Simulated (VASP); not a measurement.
# Pd (Fm-3m) in VASP: notebook, part 2 of 2

VASP 6.6.1. Earlier steps stand in the parts before.

## Step 3: Relaxation of cell and atoms, PBEsol

This run uses another cell than the first one, of 14.71 Å³/atom, 1.011 times its volume.

File INCAR:

```
PREC     = Accurate       # precision mode
ENCUT    = 600            # plane-wave cutoff, eV
EDIFF    = 1E-6           # SCF threshold, eV
ISMEAR   = 0              # smearing method
SIGMA    = 0.1            # smearing width, eV
LREAL    = F              # projectors in reciprocal space
LASPH    = T              # aspherical terms in the spheres
NELM     = 100            # most SCF steps
ALGO     = Normal         # electronic algorithm
ISIF     = 3              # what is computed and relaxed
LWAVE    = F              # write WAVECAR
LCHARG   = F              # write CHGCAR
GGA      = PS             # functional
IBRION   = 2              # ionic algorithm
NSW      = 100            # ionic steps
EDIFFG   = -0.005         # ionic threshold
```

File KPOINTS:

```
regular mesh
0
Gamma
  18 18 18
```

File POSCAR:

```
Pd
1.0
    0.0000000000     -1.9449000000     -1.9449000000
    1.9449000000      0.0000000000     -1.9449000000
    1.9449000000     -1.9449000000      0.0000000000
Pd
1
Direct
    0.0000000000      0.0000000000      0.0000000000
```

Potentials or basis: VASP PAW PBE potentials, release 64 (Pd).

Run with:

```console
$ cat potpaw_PBE.64/Pd/POTCAR > POTCAR
$ mpirun -np 1 vasp_std > vasp.out
```

OUTCAR:

```text
PREC = Accurate
   ENCUT = 600
   EDIFF = 1E-6
   ISMEAR = 0
   LREAL = F
   LASPH = T
   NELM = 100
   ISIF = 3
   GGA = PS
   IBRION = 2
   NSW = 100
   EDIFFG = -0.005

 ion  position               nearest neighbor table
   1  0.000  0.000  0.000-

  LATTYP: Found a face centered cubic cell.
 ALAT       =     3.8898000000

  Lattice vectors:

 A1 = (   0.0000000000,  -1.9449000000,  -1.9449000000)
 A2 = (   1.9449000000,   0.0000000000,  -1.9449000000)
 A3 = (   1.9449000000,  -1.9449000000,   0.0000000000)

Analysis of symmetry for initial positions (statically):
=====================================================================
 Subroutine PRICEL returns:
 Original cell was already a primitive cell.

 Routine SETGRP: Setting up the symmetry group for a
 face centered cubic supercell.

 Subroutine GETGRP returns: Found 48 space group operations
 (whereof 48 operations were pure point group operations)
 out of a pool of 48 trial point group operations.

The static configuration has the point symmetry O_h .

Analysis of symmetry for dynamics (positions and initial velocities):
=====================================================================
 Subroutine PRICEL returns:
 Original cell was already a primitive cell.

 Routine SETGRP: Setting up the symmetry group for a
 face centered cubic supercell.

 Subroutine GETGRP returns: Found 48 space group operations
 (whereof 48 operations were pure point group operations)
 out of a pool of 48 trial point group operations.

The dynamic configuration has the point symmetry O_h .

 Subroutine INISYM returns: Found 48 space group operations
 (whereof 48 operations are pure point group operations),
 and found     1 'primitive' translations

----------------------------------------------------------------------------------------

                                     Primitive cell

  volume of cell :      14.7137

  direct lattice vectors                    reciprocal lattice vectors
     0.000000000 -1.944900000 -1.944900000    -0.257082626 -0.257082626 -0.257082626
     1.944900000  0.000000000 -1.944900000     0.257082626  0.257082626 -0.257082626
     1.944900000 -1.944900000  0.000000000     0.257082626 -0.257082626  0.257082626

  length of vectors
     2.750503957  2.750503957  2.750503957     0.445280171  0.445280171  0.445280171

  position of ions in fractional coordinates (direct lattice)
     0.000000000  0.000000000  0.000000000

  ion indices of the primitive-cell ions
   primitive index   ion index
                 1           1

----------------------------------------------------------------------------------------

 KPOINTS: regular mesh

Automatic generation of k-mesh.
 Grid dimensions read from file:
 generate k-points for:   18   18   18

 Generating k-lattice:

  Cartesian coordinates                     Fractional coordinates (reciprocal lattice)
    -0.014282368 -0.014282368 -0.014282368     0.055555556  0.000000000  0.000000000
     0.014282368  0.014282368 -0.014282368     0.000000000  0.055555556  0.000000000
     0.014282368 -0.014282368  0.014282368     0.000000000  0.000000000  0.055555556

  Length of vectors
     0.024737787  0.024737787  0.024737787

  Shift w.r.t. Gamma in fractional coordinates (k-lattice)
     0.000000000  0.000000000  0.000000000

 Subroutine IBZKPT returns following result:
 ===========================================

 Found    195 irreducible k-points:

 Following reciprocal coordinates:
            Coordinates               Weight
  0.000000  0.000000  0.000000      1.000000
  0.055556  0.000000  0.000000      8.000000
  0.111111  0.000000  0.000000      8.000000
  0.166667  0.000000  0.000000      8.000000
  0.222222  0.000000  0.000000      8.000000
  0.277778  0.000000  0.000000      8.000000
[... 16 lines left out ...]
 -0.277778  0.055556  0.000000     24.000000
 -0.222222  0.055556  0.000000     24.000000
 [... further k-points ...]
   k-points           NKPTS =    195   k-points in BZ     NKDIM =    195   number of bands    NBANDS=      9
   number of dos      NEDOS =    301   number of ions     NIONS =      1
   total plane-waves  NPLWV =  13824
   dimension x,y,z NGX =    24 NGY =   24 NGZ =   24
   dimension x,y,z NGXF=    48 NGYF=   48 NGZF=   48
   ions per type =               1
   NGX,Y,Z   is equivalent  to a cutoff of  14.51, 14.51, 14.51 a.u.
   NGXF,Y,Z  is equivalent  to a cutoff of  29.01, 29.01, 29.01 a.u.
 SYSTEM =  unknown system
   PREC   = accura    normal or accurate (medium, high low for compatibility)
   ISTART =      0    job   : 0-new  1-cont  2-samecut
   ICHARG =      2    charge: 1-file 2-atom 10-const
   ISPIN  =      1    spin polarized calculation?
   LNONCOLLINEAR =      F non collinear calculations
   LSORBIT =      F    spin-orbit coupling
   LASPH  =      T    aspherical Exc in radial PAW
   ENCUT  =  600.0 eV  44.10 Ry    6.64 a.u.   5.49  5.49  5.49*2*pi/ulx,y,z
   NELM   =    100;   NELMIN=  2; NELMDL= -5     # of ELM steps
   EDIFF  = 0.1E-05   stopping-criterion for ELM
   LREAL  =      F    real-space projection
   EDIFFG = -.5E-02   stopping-criterion for IOM
   NSW    =    100    number of steps for IOM
   IBRION =      2    ionic relax: 0-MD 1-quasi-New 2-CG
   NFREE  =      1    steps in history (QN), initial steepest desc. (CG)
   ISIF   =      3    stress and relaxation
   ISYM   =      2    0-nonsym 1-usesym 2-fastsym
   POTIM  = 0.5000    time-step for ionic-motion
   TEBEG  =    0.0;   TEEND  =   0.0 temperature during run
   PSTRESS=    0.0 pullay stress
   NELECT =      10.0000    total number of electrons
   NUPDOWN=      -1.0000    fix difference up-down
   EMIN   =  10.00;   EMAX   =-10.00  energy-range for DOS
   EFERMI =   0.00;   METHOD = LEGACY
   ISMEAR =     0;   SIGMA  =   0.10  broadening in eV -4-tet -1-fermi 0-gaus
   EFERMI_NEDOS =   21; number of points for ismear=-14 and -15
   IALGO  =     38    algorithm
   IMIX   =      4    mixing-type and parameters
     AMIX     =   0.40;   BMIX     =  1.00
     AMIX_MAG =   1.60;   BMIX_MAG =  1.00
  volume/ion in A,a.u.               =      14.71        99.29
  Fermi-wavevector in a.u.,A,eV,Ry     =   1.439354  2.719984 28.187725  2.071739
  Thomas-Fermi vector in A             =   2.558219
   LORBIT       =      0    0 simple, 1 ext, 2 COOP (PROOUT), +10 PAW based schemes
   GGA     = PS    functional components
   LHFCALC =     F    Hartree Fock is set to
   AEXX    =    0.0000 exact exchange contribution
   IVDW    =     0    specifies the selected vdW correction
   LEPSILON=     F    determine dielectric tensor
   LRPA    =     F    only Hartree local field effects (RPA)
 conjugate gradient relaxation of ions
 non-spin polarized calculation
 Gauss-broadening in eV      SIGMA  =   0.10
  energy-cutoff  :      600.00
  volume of cell :       14.71
 maximum number of plane-waves:       531
 NGX is ok and might be reduce to    24
   NGX = 11   NGY = 11   NGZ = 11

--------------------------------------- Ionic step        1  -------------------------------------------

 number of electron      10.0000000 magnetization

 number of electron       9.9999999 magnetization

 Free energy of the ion-electron system (eV)
  ---------------------------------------------------
  ext. energy  EPLUGINS =         0.00000000
  ---------------------------------------------------
  free energy    TOTEN  =        -5.96842172 eV

  energy without entropy =       -5.95673058  energy(sigma->0) =       -5.96257615

------------------------ aborting loop because EDIFF is reached ----------------------------------------

  FORCE on cell =-STRESS in cart. coord.  units (eV):
  Direction    XX          YY          ZZ          XY          YZ          ZX
  --------------------------------------------------------------------------------------
  -------------------------------------------------------------------------------------
  Total       -0.2412131     -0.2412131     -0.2412131      0.0000000      0.0000000      0.0000000
  in kB      -26.2657398    -26.2657398    -26.2657398      0.0000000      0.0000000      0.0000000
  external PRESSURE =     -26.2657398 kB  Pullay stress =       0.0000000 kB
[... 22 lines left out ...]
--------------------------------------- Ionic step        2  -------------------------------------------

 number of electron      10.0000002 magnetization

 E-fermi :  10.2754     XC(G=0): -13.6148

 val. band max:       10.2749217020   @ k =  -0.4444   0.3889   0.1111
 cond. band min:      10.2775593535   @ k =   0.5000   0.1111   0.0000
 fundamental gap:      0.0026376515
 Fermi energy:        10.2753688316

 k-point     1 :       0.0000    0.0000    0.0000
  band No.  band energies     occupation
      1       2.7327      2.00000
      2       7.2385      2.00000
      3       7.2385      2.00000
      4       7.2385      2.00000
      5       8.9749      2.00000
      6       8.9749      2.00000
      7      27.4069      0.00000
      8      32.3941      0.00000
      9      32.3941      0.00000
[... 310 lines left out ...]
--------------------------------------- Ionic step        3  -------------------------------------------

 number of electron      10.0000000 magnetization

 Free energy of the ion-electron system (eV)
  ---------------------------------------------------
  ext. energy  EPLUGINS =         0.00000000
  ---------------------------------------------------
  free energy    TOTEN  =        -5.97003989 eV

  energy without entropy =       -5.95856709  energy(sigma->0) =       -5.96430349

 E-fermi :   9.8908     XC(G=0): -13.4777

 val. band max:        9.8895671042   @ k =  -0.4444   0.3889   0.1111
 cond. band min:       9.8915050672   @ k =   0.5000   0.1111   0.0000
 fundamental gap:      0.0019379630
 Fermi energy:         9.8907539421

 k-point     1 :       0.0000    0.0000    0.0000
  band No.  band energies     occupation
      1       2.5250      2.00000
      2       6.9603      2.00000
      3       6.9603      2.00000
      4       6.9603      2.00000
      5       8.6358      2.00000
      6       8.6358      2.00000
      7      27.0209      0.00000
      8      31.8813      0.00000
      9      31.8813      0.00000
[... 304 lines left out ...]
  FREE ENERGIE OF THE ION-ELECTRON SYSTEM (eV)
  ---------------------------------------------------
  free  energy   TOTEN  =        -5.9700398895 eV

  energy  without entropy=       -5.9585670929  energy(sigma->0) =       -5.96430349

 reached required accuracy - stopping structural energy minimisation
```

Wall time 45 s (1 thread of AMD EPYC 7R43 (Zen 3), shared host); peak memory 0.14 GiB.

Results:

- Free energy: -5.9700 eV
- Relaxed volume: 14.52 Å³/atom
- Relaxed cell: a = 2.738 Å, b = 2.738 Å, c = 2.738 Å, α = 60.00°, β = 60.00°, γ = 60.00°
- Space group after relaxing (to 0.05 Å): Fm-3m (No. 225)
- Energy gained by relaxing: 1.6 meV/atom
- Ionic steps: 3
- Pressure after relaxing: 0.0 GPa
- Band gap on the k mesh: zero (band 5 reaches 10.19 eV, above the bottom of band 6 at 8.57 eV)

The path:
```
step  energy change (eV)  largest force (eV/Å)  pressure (GPa)  volume (Å³)
   1              0.0000                0.0000           -2.63        14.71
   2              0.0029                0.0000            4.79        14.21
   3             -0.0016                0.0000           -0.01        14.52
```

Final structure:
```
Pd
1.0
     0.00000   -1.93635   -1.93635
     1.93635    0.00000   -1.93635
     1.93635   -1.93635    0.00000
Pd
1
Direct
  0.00000 0.00000 0.00000
```

Levels at points of the mesh, in eV from the Fermi level:
```tsv
k point	band 2	band 3	band 4	band 5	band 6	band 7	band 8	band 9
(0.00, 0.00, 0.00)	-2.93	-2.93	-2.93	-1.25	-1.25	17.13	21.99	21.99
(0.50, 0.00, 0.00)	-2.97	-2.97	-0.02	-0.02	0.88	7.39	16.49	21.16
(0.50, 0.50, 0.00)	-5.27	-0.04	0.30	0.30	3.25	10.88	13.19	13.19
```

Caveat: the PAW data sets were made with another functional, which shifts forces and pressure a little.

## Step 4: Single point, PBEsol

This run uses another cell than the first one, of 14.71 Å³/atom, 1.011 times its volume.

File INCAR:

```
SYSTEM = Pd
ALGO = Normal
EDIFF = 1E-6
ENCUT = 500
GGA = PS
GGA_COMPAT = .FALSE.
ISIF = 2
ISMEAR = 0
LASPH = .TRUE.
LCHARG = .FALSE.
LREAL = .FALSE.
LWAVE = .FALSE.
NBANDS = 11
NELM = 120
PREC = Accurate
SIGMA = 0.1
```

File KPOINTS:

```
k-points
0
G
  8 8 8
  0 0 0
```

POSCAR is that of step 3.

Run with:

```console
$ cat potpaw_PBE.64/Pd/POTCAR > POTCAR
$ mpirun -np 1 vasp_std > vasp.out
```

It took 3.5 s on 1 thread of Intel Xeon 6975P-C, shared host; peak memory 0.12 GiB.

Results (log left out):

```yaml
Free_energy: -5.9403 eV
Pressure: -1.6 GPa
Band_gap_on_the_k_mesh: zero (band 5 reaches 10.01 eV, above the bottom of band 6 at 8.40 eV)
```

Levels at points of the mesh, in eV from the Fermi level:
| k point | band 2 | band 3 | band 4 | band 5 | band 6 | band 7 | band 8 | band 9 |
| --- | --- | --- | --- | --- | --- | --- | --- | --- |
| (0.00, 0.00, 0.00) | -2.94 | -2.94 | -2.94 | -1.30 | -1.30 | 17.02 | 21.80 | 21.80 |
| (0.50, 0.00, 0.00) | -2.99 | -2.99 | -0.09 | -0.09 | 0.81 | 7.20 | 16.37 | 20.93 |
| (0.50, 0.50, 0.00) | -5.23 | -0.11 | 0.23 | 0.23 | 3.15 | 10.65 | 13.02 | 13.02 |

Caveat: the PAW data sets were made with another functional, which shifts forces and pressure a little.

## Step 5: Summary

| task | cell | k mesh | cutoff (eV) | gap on the mesh (eV) | pressure (GPa) |
| --- | --- | --- | --- | --- | --- |
| single point | a = 2.740 Å, angles 60.0°, 1 atom | 18 × 18 × 18 | 520 | none | -0.4 |
| relaxation of cell and atoms | relaxed from a = 2.751 Å, angles 60.0°, 1 atom | 18 × 18 × 18 | 600 | none | 0.0 |
| single point | a = 2.751 Å, angles 60.0°, 1 atom | 8 × 8 × 8 | 500 | none | -1.6 |

Alike in all rows: level PBEsol; potentials or basis VASP PAW PBE potentials, release 64 (Pd); no spin polarisation; smearing gaussian 0.1 eV.

Caveats: the PAW data sets were made with another functional, which shifts forces and pressure a little.

Absolute energies hang on the potentials; compare differences alone.
